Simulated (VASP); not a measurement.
Input of a VASP 6.6.1 run:

File INCAR:

```
ALGO = Normal
DIPOL = 0.5 0.5 0.500
EDIFF = 1E-6
EDIFFG = -0.01
ENCUT = 520
GGA = PE
IBRION = 2
IDIPOL = 3
ISIF = 2
ISMEAR = 0
IVDW = 12
LASPH = True
LCHARG = False
LDIPOL = True
LREAL = False
LWAVE = False
NELM = 60
NSW = 70
PREC = Accurate
SIGMA = 0.02
```

Contents of KPOINTS:

```
k-points
0
Gamma
  12 12 1
```

POSCAR

```
BN
1.0
    2.5087620658      0.0000000000      0.0000000000
   -1.2543810329      2.1726516810      0.0000000000
    0.0000000000      0.0000000000     32.6000000000
B N
2 2
Selective dynamics
Direct
    0.0000000000      0.0000000000      0.4493865031  F F T
    0.3333333333      0.6666666667      0.5506134969  F F T
    0.6666666667      0.3333333333      0.4493865031  T T T
    0.6666666667      0.3333333333      0.5506134969  T T T
```

Potentials or basis: VASP PAW PBE potentials, release 64 (B, N).

Run with:

```console
$ cat potpaw_PBE.64/B/POTCAR potpaw_PBE.64/N/POTCAR > POTCAR
$ mpirun -np 1 vasp_std > vasp.out
```

(1) What does it give for the band gap on the k mesh?

(2) Predict the energy gained by relaxing.

(3) Estimate the dispersion energy per atom.

Answers

(1) 4.19 eV (least direct gap 4.47 eV).

(2) 3.5 meV/atom.

(3) -0.101 eV.
